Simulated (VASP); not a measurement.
# As (C2/m) in VASP: further runs, part 2 of 2

VASP 6.6.1. Earlier steps stand in the parts before.

## 3. Relaxation of cell and atoms, PBE

This run uses another cell than the first one, of 22.96 Å³/atom.

INCAR

```
SYSTEM = As
PREC = Accurate
ENCUT = 600
EDIFF = 1E-6
ISMEAR = 0
SIGMA = 0.1
LREAL = .False.
LASPH = .True.
NELM = 100
ALGO = Normal
ISIF = 3
LWAVE = .False.
LCHARG = .False.
GGA = PE
IBRION = 2
NSW = 90
EDIFFG = -0.04
```

KPOINTS

```
Automatic mesh
0
Gamma
  6 6 4
  0 0 0
```

POSCAR

```
As
1.0
    2.9655314921     -1.8820669047      0.0000000000
    2.9655314921      1.8820669047      0.0000000000
   -2.1570385810      0.0000000000      4.1143003431
As
2
Direct
    0.0640000000      0.0640000000      0.1530000000
    0.9360000000      0.9360000000      0.8470000000
```

Potentials or basis: VASP PAW PBE potentials, release 64 (As).

Started as:

```sh
$ cat potpaw_PBE.64/As/POTCAR > POTCAR
$ mpirun -np 1 vasp_std > vasp.out
```

OUTCAR:

```text
SYSTEM = As
   PREC = Accurate
   ENCUT = 600
   EDIFF = 1E-6
   ISMEAR = 0
   LREAL = .False.
   LASPH = .True.
   NELM = 100
   ISIF = 3
   GGA = PE
   IBRION = 2
   NSW = 90
   EDIFFG = -0.04

 ion  position               nearest neighbor table
   1  0.064  0.064  0.153-   2 1.26
   2  0.936  0.936  0.847-   1 1.26

 -----------------------------------------------------------------------------
|                                                                             |
|           W    W    AA    RRRRR   N    N  II  N    N   GGGG   !!!           |
|           W    W   A  A   R    R  NN   N  II  NN   N  G    G  !!!           |
|           W    W  A    A  R    R  N N  N  II  N N  N  G       !!!           |
|           W WW W  AAAAAA  RRRRR   N  N N  II  N  N N  G  GGG   !            |
|           WW  WW  A    A  R   R   N   NN  II  N   NN  G    G                |
|           W    W  A    A  R    R  N    N  II  N    N   GGGG   !!!           |
|                                                                             |
|     The distance between some ions is very small. Please check the          |
|     nearest-neighbor list in the OUTCAR file.                               |
|     I HOPE YOU KNOW WHAT YOU ARE DOING!                                     |
|                                                                             |
 -----------------------------------------------------------------------------

  LATTYP: Found a base centered monoclinic cell.
 ALAT       =     5.9310629842
 B/A-ratio  =     0.6346474181
 C/A-ratio  =     0.7832421112
 COS(beta)  =    -0.4643327837

  Lattice vectors:

 A1 = (   2.9655314921,  -1.8820669047,   0.0000000000)
 A2 = (   2.9655314921,   1.8820669047,   0.0000000000)
 A3 = (  -2.1570385810,   0.0000000000,   4.1143003431)

Analysis of symmetry for initial positions (statically):
=====================================================================
 Subroutine PRICEL returns:
 Original cell was already a primitive cell.

 Routine SETGRP: Setting up the symmetry group for a
 base centered monoclinic supercell.

 Subroutine GETGRP returns: Found  4 space group operations
 (whereof  4 operations were pure point group operations)
 out of a pool of  4 trial point group operations.

The static configuration has the point symmetry C_2h.

Analysis of symmetry for dynamics (positions and initial velocities):
=====================================================================
[... 166 lines left out ...]
  -------------------------------------------------------------------------------------
  Total        2.9359384      1.1829622    208.9944425      0.0000000      0.0000000     16.2726269
  in kB      102.4221600     41.2684212   7290.9099504      0.0000000      0.0000000    567.6813984
  external PRESSURE =    2478.2001772 kB  Pullay stress =       0.0000000 kB
[... 89 lines left out ...]
  FREE ENERGIE OF THE ION-ELECTRON SYSTEM (eV)
  ---------------------------------------------------
  free  energy   TOTEN  =         5.9044282128 eV

  energy  without entropy=        5.9202802694  energy(sigma->0) =        5.91235424

 E-fermi :  -0.7194     XC(G=0):  -6.8802

 val. band max:       -0.7262257405   @ k =   0.1667   0.0000  -0.0000
 cond. band min:      -0.7185637899   @ k =   0.3333   0.0000   0.5000
 fundamental gap:      0.0076619507
 Fermi energy:        -0.7193834073

 k-point     1 :       0.0000    0.0000    0.0000
  band No.  band energies     occupation
      1     -11.3661      2.00000
      2     -11.1449      2.00000
      3      -2.7360      2.00000
      4      -0.8706      1.96750
      5       1.2203      0.00000
      6       1.3674      0.00000
      7       1.6702      0.00000
      8       1.6910      0.00000
      9       3.7828      0.00000
[... 265 lines left out ...]
 k-point    24 :      -0.1667    0.1667    0.2500
  band No.  band energies     occupation
      1     -10.7611      2.00000
      2     -10.6237      2.00000
      3      -1.8487      2.00000
      4      -1.3993      2.00000
      5      -1.1748      2.00000
      6      -0.5932      0.07426
      7       0.1088      0.00000
      8       0.2486      0.00000
      9       5.3635      0.00000

 [... further k-points ...]

[... ionic steps 4 to 17 ...]

--------------------------------------- Ionic step       18  -------------------------------------------

 number of electron       9.9999999 magnetization

------------------------ aborting loop because EDIFF is reached ----------------------------------------
[... 67 lines left out ...]
--------------------------------------- Ionic step       20  -------------------------------------------

 number of electron       9.9999999 magnetization

 Free energy of the ion-electron system (eV)
  ---------------------------------------------------
  ext. energy  EPLUGINS =         0.00000000
  ---------------------------------------------------
  free energy    TOTEN  =        -9.31243524 eV

  energy without entropy =       -9.31243523  energy(sigma->0) =       -9.31243524

 E-fermi :   2.4011     XC(G=0):  -8.0991

 val. band max:        2.0646869582   @ k =   0.0000   0.0000   0.5000
 cond. band min:       2.7475453680   @ k =  -0.3333  -0.3333   0.2500
 fundamental gap:      0.6828584099
 Fermi energy:         2.4010867978

 k-point     1 :       0.0000    0.0000    0.0000
  band No.  band energies     occupation
      1     -11.8582      2.00000
      2      -5.3568      2.00000
      3       0.2816      2.00000
      4       1.4977      2.00000
      5       1.5478      2.00000
      6       3.8089      0.00000
      7       5.0329      0.00000
      8       5.0701      0.00000
      9       9.5352      0.00000
[... 305 lines left out ...]
  FREE ENERGIE OF THE ION-ELECTRON SYSTEM (eV)
  ---------------------------------------------------
  free  energy   TOTEN  =        -9.3124352446 eV

  energy  without entropy=       -9.3124352350  energy(sigma->0) =       -9.31243524

 reached required accuracy - stopping structural energy minimisation
```

OSZICAR:

```text
N       E                     dE             d eps       ncg     rms          rms(c)
DAV:   1     0.777277509440E+02    0.77728E+02   -0.44237E+03   846   0.100E+03
DAV:   2     0.339292862116E+02   -0.43798E+02   -0.42158E+02  1204   0.128E+02
DAV:   3     0.321722106313E+02   -0.17571E+01   -0.17475E+01  1048   0.299E+01
DAV:   4     0.321606562422E+02   -0.11554E-01   -0.11551E-01  1120   0.290E+00
[... 232 lines left out ...]
       N       E                     dE             d eps       ncg     rms          rms(c)
DAV:   1    -0.931269080983E+01   -0.66165E-03   -0.11104E-02   873   0.649E-01    0.663E-02
DAV:   2    -0.931251865399E+01    0.17216E-03   -0.32034E-04   902   0.125E-01    0.384E-02
DAV:   3    -0.931243430135E+01    0.84353E-04   -0.24413E-04   980   0.962E-02    0.117E-02
DAV:   4    -0.931243524465E+01   -0.94329E-06   -0.89981E-06   855   0.217E-02
  20 F= -.93124352E+01 E0= -.93124352E+01  d E =-.406130E-03
```

CONTCAR:

```text
As
   1.00000000000000
     3.1216644975475258   -1.8138676866765677    0.2560739395162129
     3.1216644975475258    1.8138676866765677    0.2560739395162129
    -1.8068677982737151    0.0000000000000000    5.2350088160886008
  As
     2
Direct
     0.6951924385149105    0.6951924385149105    0.6296812453153865
     0.3048075614850892    0.3048075614850892    0.3703187546846139

  0.00000000E+00  0.00000000E+00  0.00000000E+00
  0.00000000E+00  0.00000000E+00  0.00000000E+00
```

It took 5.5 min on 1 thread of Intel Xeon 8259CL, shared host; peak memory 0.2 GiB.

Results:

```yaml
Free_energy: -9.3124 eV
Relaxed_volume: 30.48 Å³/atom
Relaxed_cell: a = 3.619 Å, b = 3.619 Å, c = 5.538 Å, α = 102.39°, β = 102.39°, γ = 60.15°
Space_group_after_relaxing_to_0.1_Å: C2/m (No. 12)
Pressure_after_relaxing: 0.1 GPa
Largest_force_after_relaxing: 0.018 eV/Å
Band_gap_on_the_k_mesh: 0.68 eV (least direct gap 1.07 eV)
```

Forces in eV/Å, atoms in the order of the input:
```
As   0.001  0.000 -0.018
As  -0.001  0.000  0.018
```

Final structure:
```
As
1.0
     3.12166   -1.81387    0.25607
     3.12166    1.81387    0.25607
    -1.80687    0.00000    5.23501
As
2
Direct
  0.69519 0.69519 0.62968
  0.30481 0.30481 0.37032
```

Caveat: the volume moved by over 15 % at a fixed basis, so the end points are rough; this functional lacks dispersion, which binds the layers, so the pressure and a relaxed spacing across them are unreliable. A k mesh can miss the band edges.
